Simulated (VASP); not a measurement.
Crystal: AlN.

```xyz
4
Lattice="-1.3089 1.4058 4.9529 1.3089 -1.4058 4.9529 1.3089 1.4058 -4.9529" Properties=species:S:1:pos:R:3 pbc="T T T"
Al    0.0000    0.0000    4.3453
Al    0.0000    0.0000    1.8648
N     1.3089    0.0000    0.6076
N     1.3089    0.0000    3.0881
```

| Item | Value |
| --- | --- |
| Program | VASP 6.6.1 |
| Task | relaxation of cell and atoms |
| Functional | PBE |
| Potentials or basis | VASP PAW PBE potentials, release 64 (Al, N) |
| Cutoff | 600 eV |
| k mesh | 8 × 8 × 8 |
| Occupations | gaussian, width 0.1 eV |
| Spin | no spin polarisation |

At the start: pressure 46.4 GPa; volume 9.11 Å³/atom.

**Question.** How do energy, volume and symmetry change on relaxing?

**Answer.** Over 10 steps the energy falls by 331.9 meV/atom and the volume is 11.22 Å³/atom (+23.1 %); space group Imm2 (No. 44, to 0.05 Å).

Step by step:
```csv
step,energy change (eV),largest force (eV/Å),pressure (GPa),volume (Å³)
1,0.0000,2.2446,46.36,36.46
2,-0.1955,1.3245,-22.63,52.14
3,-1.0579,0.4952,-1.03,43.56
4,-1.0590,0.4571,-0.18,43.35
5,-1.2997,0.7080,-1.00,45.02
6,-1.3000,0.6626,-1.03,44.96
7,-1.3233,0.3038,0.73,44.75
8,-1.3254,0.2129,0.32,44.80
9,-1.3274,0.0814,-0.27,44.90
10,-1.3276,0.0144,-0.14,44.87
```

Final structure:
```xyz
4
Lattice="-1.4085 1.6001 4.9779 1.4085 -1.6001 4.9779 1.4085 1.6001 -4.9779" Properties=species:S:1:pos:R:3 pbc="T T T"
Al    0.0000    0.0000    4.4238
Al    0.0000    0.0000    1.8360
N     1.4085    0.0000    0.5215
N     1.4085    0.0000    3.1744
```

Caveat: the volume moved by over 15 % at a fixed basis, so the end points are rough.
